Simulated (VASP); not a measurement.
A run of VASP 6.6.1 is set up as follows.

The input POSCAR:

```
BP
1.0
    0.0000000000      2.2690000000      2.2690000000
    2.2690000000      0.0000000000      2.2690000000
    2.2690000000      2.2690000000      0.0000000000
P B
1 1
Direct
    0.7500000000      0.7500000000      0.7500000000
    0.0000000000      0.0000000000      0.0000000000
```

INCAR.step1

```
SYSTEM = BP
ALGO = Normal
EDIFF = 1E-5
ENCUT = 1000
GGA = PE
GGA_COMPAT = .FALSE.
ISIF = 2
ISMEAR = -1
LASPH = .TRUE.
LREAL = .FALSE.
LWAVE = .TRUE.
NBANDS = 11
NELM = 120
PREC = Accurate
SIGMA = 0.05
```

File INCAR.step2:

```
SYSTEM = BP
AEXX = 1.0
AGGAC = 0.0
ALDAC = 0.0
ALGO = Normal
EDIFF = 1E-6
ENCUT = 1000
GGA = PE
GGA_COMPAT = .FALSE.
ISIF = 2
ISMEAR = -1
ISTART = 1
LASPH = .TRUE.
LCHARG = .TRUE.
LELF = .TRUE.
LHFCALC = .TRUE.
LREAL = .FALSE.
LVHAR = .TRUE.
LWAVE = .FALSE.
NBANDS = 11
NELM = 120
PREC = Accurate
PRECFOCK = Normal
SIGMA = 0.05
```

The input KPOINTS:

```
k-points
0
G
  5 5 5
  0 0 0
```

Potentials or basis: VASP PAW PBE potentials, release 64 (P, B_h).

Run with:

```console
$ cat potpaw_PBE.64/P/POTCAR potpaw_PBE.64/B_h/POTCAR > POTCAR
$ cp INCAR.step1 INCAR
$ mpirun -np 1 vasp_std > vasp.out
$ cp INCAR.step2 INCAR
$ mpirun -np 1 vasp_std > vasp.out
```

Estimate the band gap on the k mesh.

8.06 eV (least direct gap 10.95 eV).

Estimate the pressure.

3.7 GPa.

Caveat: the k points lie up to 0.48 Å⁻¹ apart; the PAW data sets were made with another functional, which shifts forces and pressure a little; an odd mesh through Γ misses points on the zone boundary, where band edges can lie.
